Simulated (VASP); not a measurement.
# Hf (I4/mmm) in VASP: further runs

The runs below take Hf through single point, with PBEsol.

All numbers are computed with VASP 6.6.1; they aren't measurements. Logs are shortened: lines on timing, memory, paths and dates and some standing lists are left out, and cuts for length are marked.

### 1 The cell of the first run

The structure is tetragonal, space group I4/mmm (No. 139). Conventional cell: a = 3.610 Å, b = 3.610 Å, c = 3.556 Å, α = 90.00°, β = 90.00°, γ = 90.00°. Within 4.1 Å of Hf (site symmetry 4/mmm) lie 14 Hf at 3.11 to 3.61 Å.

### 2 Single point, PBEsol (strain +0.000 along x and y, -0.015 along z)

The input, INCAR:

```
SYSTEM = Hf
PREC     = Accurate       ! precision mode
ENCUT    = 520            ! plane-wave cutoff, eV
EDIFF    = 1E-7           ! SCF threshold, eV
ISMEAR   = 0              ! smearing method
SIGMA    = 0.15           ! smearing width, eV
LREAL    = .False.        ! projectors in reciprocal space
LASPH    = .True.         ! aspherical terms in the spheres
NELM     = 60             ! most SCF steps
ALGO     = Normal         ! electronic algorithm
ISIF     = 2              ! what is computed and relaxed
LWAVE    = .False.        ! write WAVECAR
LCHARG   = .False.        ! write CHGCAR
GGA      = PS             ! functional
NBANDS   = 11             ! bands
```

The input, KPOINTS:

```
regular mesh
0
Gamma
  18 18 18
  0 0 0
```

The input, POSCAR:

```
Hf
1.0
   -1.8050000000      1.8050000000      1.7779250000
    1.8050000000     -1.8050000000      1.7779250000
    1.8050000000      1.8050000000     -1.7779250000
Hf
1
Direct
    0.0000000000      0.0000000000      0.0000000000
```

Potentials or basis: VASP PAW PBE potentials, release 64 (Hf_pv).

Launch:

```bash
cat potpaw_PBE.64/Hf_pv/POTCAR > POTCAR
mpirun -np 1 vasp_std > vasp.out
```

OUTCAR:

```text
SYSTEM = Hf
   PREC = Accurate
   ENCUT = 520
   EDIFF = 1E-7
   ISMEAR = 0
   LREAL = .False.
   LASPH = .True.
   NELM = 60
   ISIF = 2
   GGA = PS

 ion  position               nearest neighbor table
   1  0.000  0.000  0.000-

  LATTYP: Found a body centered tetragonal cell.
 ALAT       =     3.6100000000
 C/A-ratio  =     0.9850000000

  Lattice vectors:

 A1 = (  -1.8050000000,   1.8050000000,   1.7779250000)
 A2 = (   1.8050000000,  -1.8050000000,   1.7779250000)
 A3 = (   1.8050000000,   1.8050000000,  -1.7779250000)

Analysis of symmetry for initial positions (statically):
=====================================================================
 Subroutine PRICEL returns:
 Original cell was already a primitive cell.

 Routine SETGRP: Setting up the symmetry group for a
 body centered tetragonal supercell.

 Subroutine GETGRP returns: Found 16 space group operations
 (whereof 16 operations were pure point group operations)
 out of a pool of 16 trial point group operations.

The static configuration has the point symmetry D_4h.

Analysis of symmetry for dynamics (positions and initial velocities):
=====================================================================
 Subroutine PRICEL returns:
 Original cell was already a primitive cell.

 Routine SETGRP: Setting up the symmetry group for a
 body centered tetragonal supercell.

 Subroutine GETGRP returns: Found 16 space group operations
 (whereof 16 operations were pure point group operations)
 out of a pool of 16 trial point group operations.

The dynamic configuration has the point symmetry D_4h.

 Subroutine INISYM returns: Found 16 space group operations
 (whereof 16 operations are pure point group operations),
 and found     1 'primitive' translations

----------------------------------------------------------------------------------------

                                     Primitive cell

  volume of cell :      23.1701

  direct lattice vectors                    reciprocal lattice vectors
    -1.805000000  1.805000000  1.777925000     0.000000000  0.277008310  0.281226711
     1.805000000 -1.805000000  1.777925000     0.277008310  0.000000000  0.281226711
     1.805000000  1.805000000 -1.777925000     0.277008310  0.277008310  0.000000000

  length of vectors
     3.110798500  3.110798500  3.110798500     0.394743039  0.394743039  0.391748909

  position of ions in fractional coordinates (direct lattice)
     0.000000000  0.000000000  0.000000000

  ion indices of the primitive-cell ions
   primitive index   ion index
                 1           1

----------------------------------------------------------------------------------------

 KPOINTS: regular mesh

Automatic generation of k-mesh.
 Grid dimensions read from file:
 generate k-points for:   18   18   18

 Generating k-lattice:

  Cartesian coordinates                     Fractional coordinates (reciprocal lattice)
     0.000000000  0.015389351  0.015623706     0.055555556 -0.000000000  0.000000000
     0.015389351  0.000000000  0.015623706    -0.000000000  0.055555556  0.000000000
     0.015389351  0.015389351  0.000000000     0.000000000  0.000000000  0.055555556

  Length of vectors
     0.021930169  0.021930169  0.021763828

  Shift w.r.t. Gamma in fractional coordinates (k-lattice)
     0.000000000  0.000000000  0.000000000

 Subroutine IBZKPT returns following result:
 ===========================================

 Found    480 irreducible k-points:

 Following reciprocal coordinates:
            Coordinates               Weight
  0.000000  0.000000  0.000000      1.000000
  0.055556  0.000000 -0.000000      8.000000
  0.111111  0.000000 -0.000000      8.000000
  0.166667 -0.000000  0.000000      8.000000
  0.222222  0.000000  0.000000      8.000000
  0.277778 -0.000000  0.000000      8.000000
[... 16 lines left out ...]
 -0.277778  0.055556 -0.000000     16.000000
 -0.222222  0.055556  0.000000     16.000000
 [... further k-points ...]
   k-points           NKPTS =    480   k-points in BZ     NKDIM =    480   number of bands    NBANDS=     11
   number of dos      NEDOS =    301   number of ions     NIONS =      1
   total plane-waves  NPLWV =  13824
   dimension x,y,z NGX =    24 NGY =   24 NGZ =   24
   dimension x,y,z NGXF=    48 NGYF=   48 NGZF=   48
   ions per type =               1
   NGX,Y,Z   is equivalent  to a cutoff of  12.83, 12.83, 12.83 a.u.
   NGXF,Y,Z  is equivalent  to a cutoff of  25.65, 25.65, 25.65 a.u.
 SYSTEM =  Hf
   PREC   = accura    normal or accurate (medium, high low for compatibility)
   ISTART =      0    job   : 0-new  1-cont  2-samecut
   ICHARG =      2    charge: 1-file 2-atom 10-const
   ISPIN  =      1    spin polarized calculation?
   LNONCOLLINEAR =      F non collinear calculations
   LSORBIT =      F    spin-orbit coupling
   LASPH  =      T    aspherical Exc in radial PAW
   ENCUT  =  520.0 eV  38.22 Ry    6.18 a.u.   5.78  5.78  5.78*2*pi/ulx,y,z
   NELM   =     60;   NELMIN=  2; NELMDL= -5     # of ELM steps
   EDIFF  = 0.1E-06   stopping-criterion for ELM
   LREAL  =      F    real-space projection
   EDIFFG = 0.1E-05   stopping-criterion for IOM
   NSW    =      0    number of steps for IOM
   IBRION =     -1    ionic relax: 0-MD 1-quasi-New 2-CG
   NFREE  =      0    steps in history (QN), initial steepest desc. (CG)
   ISIF   =      2    stress and relaxation
   ISYM   =      2    0-nonsym 1-usesym 2-fastsym
   POTIM  = 0.5000    time-step for ionic-motion
   TEBEG  =    0.0;   TEEND  =   0.0 temperature during run
   PSTRESS=    0.0 pullay stress
   NELECT =      10.0000    total number of electrons
   NUPDOWN=      -1.0000    fix difference up-down
   EMIN   =  10.00;   EMAX   =-10.00  energy-range for DOS
   EFERMI =   0.00;   METHOD = LEGACY
   ISMEAR =     0;   SIGMA  =   0.15  broadening in eV -4-tet -1-fermi 0-gaus
   EFERMI_NEDOS =   21; number of points for ismear=-14 and -15
   IALGO  =     38    algorithm
   IMIX   =      4    mixing-type and parameters
     AMIX     =   0.40;   BMIX     =  1.00
     AMIX_MAG =   1.60;   BMIX_MAG =  1.00
  volume/ion in A,a.u.               =      23.17       156.36
  Fermi-wavevector in a.u.,A,eV,Ry     =   1.237178  2.337928 20.825208  1.530610
  Thomas-Fermi vector in A             =   2.371756
   LORBIT       =      0    0 simple, 1 ext, 2 COOP (PROOUT), +10 PAW based schemes
   GGA     = PS    functional components
   LHFCALC =     F    Hartree Fock is set to
   AEXX    =    0.0000 exact exchange contribution
   IVDW    =     0    specifies the selected vdW correction
   LEPSILON=     F    determine dielectric tensor
   LRPA    =     F    only Hartree local field effects (RPA)
 non-spin polarized calculation
 Gauss-broadening in eV      SIGMA  =   0.15
  energy-cutoff  :      520.00
  volume of cell :       23.17
 maximum number of plane-waves:       650
   NGX = 11   NGY = 11   NGZ = 11

 number of electron      10.0000002 magnetization

 Free energy of the ion-electron system (eV)
  ---------------------------------------------------
  ext. energy  EPLUGINS =         0.00000000
  ---------------------------------------------------
  free energy    TOTEN  =       -10.29223169 eV

  energy without entropy =      -10.26932175  energy(sigma->0) =      -10.28077672

 E-fermi :   4.1868     XC(G=0): -11.2320

 val. band max:        4.1862452784   @ k =  -0.0556   0.3333   0.0556
 cond. band min:       4.1878947275   @ k =   0.3889   0.2222   0.0000
 fundamental gap:      0.0016494491
 Fermi energy:         4.1868394736

 k-point     1 :       0.0000    0.0000    0.0000
  band No.  band energies     occupation
      1     -25.7341      2.00000
      2     -25.7341      2.00000
      3     -25.7332      2.00000
      4      -2.7429      2.00000
      5       5.5601      0.00000
      6       5.7216      0.00000
      7       5.7216      0.00000
      8       8.2452      0.00000
      9       8.4686      0.00000
     10      17.2625      0.00000
     11      17.2625      0.00000

 k-point     2 :       0.0556    0.0000   -0.0000
  band No.  band energies     occupation
      1     -25.7572      2.00000
      2     -25.7416      2.00000
      3     -25.7338      2.00000
      4      -2.6321      2.00000
      5       5.5338      0.00000
      6       5.6913      0.00000
      7       5.7769      0.00000
      8       8.2004      0.00000
      9       8.3860      0.00000
     10      17.2982      0.00000
     11      17.4360      0.00000

 k-point     3 :       0.1111    0.0000   -0.0000
  band No.  band energies     occupation
      1     -25.8243      2.00000
      2     -25.7631      2.00000
      3     -25.7343      2.00000
      4      -2.3082      2.00000
      5       5.3384      0.00000
      6       5.5690      0.00000
      7       6.0769      0.00000
      8       8.0004      0.00000
      9       8.3316      0.00000
     10      17.2973      0.00000
     11      17.7325      0.00000

 k-point     4 :       0.1667   -0.0000    0.0000
  band No.  band energies     occupation
      1     -25.9256      2.00000
      2     -25.7959      2.00000
      3     -25.7351      2.00000
      4      -1.7978      2.00000
      5       5.0362      0.00000
      6       5.3029      0.00000
      7       6.5987      0.00000
      8       7.8401      0.00000
      9       8.3529      0.00000
     10      17.2949      0.00000
     11      17.9392      0.00000

 k-point     5 :       0.2222    0.0000    0.0000
  band No.  band energies     occupation
      1     -26.0473      2.00000
      2     -25.8358      2.00000
      3     -25.7360      2.00000
      4      -1.1499      2.00000
      5       4.6960      0.00000
      6       4.9336      0.00000
      7       7.3132      0.00000
      8       7.8615      0.00000
      9       8.4261      0.00000
     10      17.2888      0.00000
     11      17.6905      0.00000
[... 211 lines left out ...]
 k-point    21 :      -0.3889    0.0556    0.0000
  band No.  band energies     occupation
      1     -26.3373      2.00000
      2     -25.9381      2.00000
      3     -25.7469      2.00000
      4       0.5243      2.00000
      5       3.9654      1.96316
      6       4.4589      0.01033
      7       8.1881      0.00000
      8       8.8677      0.00000
      9       9.8194      0.00000
     10      15.2601      0.00000
     11      16.0201      0.00000

 k-point    22 :      -0.3333    0.0556    0.0000
  band No.  band energies     occupation
      1     -26.2352      2.00000
      2     -25.9001      2.00000
      3     -25.7458      2.00000
      4      -0.0386      2.00000
      5       4.2112      0.81825
      6       4.4553      0.01139
      7       7.9893      0.00000
      8       8.7196      0.00000
      9       8.8025      0.00000
     10      16.2801      0.00000
     11      17.1392      0.00000

 k-point    23 :      -0.2778    0.0556   -0.0000
  band No.  band energies     occupation
      1     -26.1167      2.00000
      2     -25.8566      2.00000
      3     -25.7445      2.00000
      4      -0.7316      2.00000
      5       4.5158      0.00193
      6       4.7026      0.00000
      7       7.7404      0.00000
      8       7.8959      0.00000
      9       8.6033      0.00000
     10      17.2297      0.00000
     11      17.3615      0.00000

 k-point    24 :      -0.2222    0.0556    0.0000
  band No.  band energies     occupation
      1     -25.9956      2.00000
      2     -25.8130      2.00000
      3     -25.7432      2.00000
      4      -1.4187      2.00000
      5       4.8527      0.00000
      6       5.0622      0.00000
      7       7.0473      0.00000
      8       7.6801      0.00000
      9       8.5101      0.00000
     10      17.2918      0.00000
     11      17.9881      0.00000

 [... further k-points ...]
[... 5 lines left out ...]
  --------------------------------------------------------------------------------------
  -------------------------------------------------------------------------------------
  Total       -1.1453414     -1.1453414     -1.2446444      0.0000000     -0.0000000      0.0000000
  in kB      -79.1986329    -79.1986329    -86.0652916      0.0000000     -0.0000000      0.0000000
  external PRESSURE =     -81.4875191 kB  Pullay stress =       0.0000000 kB

 VOLUME and BASIS-vectors are now :
 -----------------------------------------------------------------------------
  energy-cutoff  :      520.00
  volume of cell :       23.17
      direct lattice vectors                 reciprocal lattice vectors
    -1.805000000  1.805000000  1.777925000     0.000000000  0.277008310  0.281226711
     1.805000000 -1.805000000  1.777925000     0.277008310  0.000000000  0.281226711
     1.805000000  1.805000000 -1.777925000     0.277008310  0.277008310  0.000000000

 POSITION                                       TOTAL-FORCE (eV/Angst)
 -----------------------------------------------------------------------------------
      0.00000      0.00000      0.00000        -0.000000      0.000000     -0.000000
 -----------------------------------------------------------------------------------
    total drift:                               -0.000000      0.000000      0.000000

  FREE ENERGIE OF THE ION-ELECTRON SYSTEM (eV)
  ---------------------------------------------------
  free  energy   TOTEN  =       -10.2922316928 eV

  energy  without entropy=      -10.2693217489  energy(sigma->0) =      -10.28077672
```

Wall time 2.8 min (1 thread of Intel Xeon 8259CL, shared host); peak memory 0.24 GiB.

What came out:

```yaml
Free_energy: -10.2922 eV
Pressure: -8.1 GPa
Band_gap_on_the_k_mesh: zero (bands 5 and 6 overlap by 2.16 eV)
```

Caveat: the cell differs from its parent crystal (strain +0.000 along x and y, -0.015 along z); the cell stands under tension; the PAW data sets were made with another functional, which shifts forces and pressure a little; spin-orbit coupling is left out, which moves the levels of the heavy elements.

### 3 Single point, PBEsol (strain -0.015 along x and y, +0.015 along z)

The input, INCAR:

```
SYSTEM = Hf
ALGO     = Normal         ! electronic algorithm
EDIFF    = 1E-6           ! SCF threshold, eV
ENCUT    = 520            ! plane-wave cutoff, eV
GGA      = PS             ! functional
ISIF     = 2              ! what is computed and relaxed
ISMEAR   = 0              ! smearing method
LASPH    = .TRUE.         ! aspherical terms in the spheres
LCHARG   = .FALSE.        ! write CHGCAR
LREAL    = .FALSE.        ! projectors in reciprocal space
LWAVE    = .FALSE.        ! write WAVECAR
NBANDS   = 11             ! bands
NELM     = 60             ! most SCF steps
PREC     = Accurate       ! precision mode
SIGMA    = 0.15           ! smearing width, eV
```

The input, KPOINTS:

```
k-points
0
G
  18 18 18
  0 0 0
```

The input, POSCAR:

```
Hf
1.0
   -1.7779250000      1.7779250000      1.8320750000
    1.7779250000     -1.7779250000      1.8320750000
    1.7779250000      1.7779250000     -1.8320750000
Hf
1
Direct
    0.0000000000      0.0000000000      0.0000000000
```

Potentials or basis: VASP PAW PBE potentials, release 64 (Hf_pv).

Launch:

```bash
cat potpaw_PBE.64/Hf_pv/POTCAR > POTCAR
mpirun -np 1 vasp_std > vasp.out
```

It took 2.6 min on 1 thread of Intel Xeon 8259CL, shared host; peak memory 0.24 GiB.

Results (log left out):

```yaml
Free_energy: -10.2939 eV
Pressure: -8.1 GPa
Band_gap_on_the_k_mesh: zero (bands 5 and 6 overlap by 2.08 eV)
```

Stress tensor (GPa, compression positive):
```
-8.53  0.00  0.00
 0.00 -8.53  0.00
 0.00  0.00 -7.26
```

Levels at points of the mesh, in eV from the Fermi level:
```
           k point  band 1  band 2  band 3  band 4  band 5  band 6  band 7  band 8  band 9  band 10
(0.00, 0.00, 0.00)  -29.92  -29.92  -29.92   -6.93    1.38    1.38    1.69    3.95    4.38    12.86
(0.50, 0.00, 0.00)  -30.66  -30.16  -29.92   -3.30   -0.34    0.91    3.79    4.92    7.27     9.64
(0.50, 0.50, 0.00)  -30.65  -30.17  -29.94   -3.25   -0.67    1.08    4.25    5.09    7.35     9.76
(0.50, 0.50, 0.50)  -30.47  -30.42  -30.42   -2.47   -2.38    6.45    6.50    6.55    6.55     7.18
```

Caveat: the cell differs from its parent crystal (strain -0.015 along x and y, +0.015 along z); the cell stands under tension; the PAW data sets were made with another functional, which shifts forces and pressure a little; spin-orbit coupling is left out, which moves the levels of the heavy elements.
